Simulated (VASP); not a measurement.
Write the native input for VASP 6.6.1 that does the following.

* Task: single point
* Functional: LDA
* Potentials or basis: VASP PAW LDA potentials, release 64 (Co)
* Cutoff: 520 eV
* k mesh: 14 × 14 × 14
* Occupations: fermi-dirac, width 0.05 eV
* Spin: collinear spin, ferromagnetic start
* Starting moments: [-1.459, -1.459] μB
* Dipole correction: no
* Further INCAR settings: ALGO = Normal; EDIFF = 1e-06; NBANDS = 20

The structure of Co lies in POSCAR:

```
Co
1.0
    0.0000000000      2.2520033402      2.2520033402
    2.2520033402      0.0000000000      2.2520033402
    2.2520033402      2.2520033402      0.0000000000
Co
2
Direct
    0.0000000000      0.0000000000      0.0000000000
    0.5000000000      0.5000000000      0.5000000000
```

This cell differs from its parent crystal: volume scaled by 1.04.

One way to write it, as run:

INCAR

```
SYSTEM = Co
PREC = Accurate
ENCUT = 520
EDIFF = 1E-6
ISMEAR = -1
SIGMA = 0.05
LREAL = .False.
LASPH = .True.
NELM = 150
ALGO = Normal
ISIF = 2
LWAVE = .False.
LCHARG = .False.
ISPIN = 2
MAGMOM = -1.459 -1.459
LORBIT = 11
LMAXMIX = 4
NBANDS = 20
```

KPOINTS

```
Automatic mesh
0
Gamma
  14 14 14
  0 0 0
```

Potentials or basis: VASP PAW LDA potentials, release 64 (Co).

Launch:

```bash
$ cat potpaw_LDA.64/Co/POTCAR > POTCAR
$ mpirun -np 1 vasp_std > vasp.out
```

It gave:

```
Pressure                                              : -0.5 GPa
Net moment                                            : -2.98 μB per cell
Site moments                                          : Co -1.48 μB
Valence electrons inside the program's atomic spheres : Co 8.38
```

It took 24 s on 1 thread of Intel(R) Xeon(R) 6975P-C (Granite Rapids), on a shared host, peak memory 0.18 GiB.
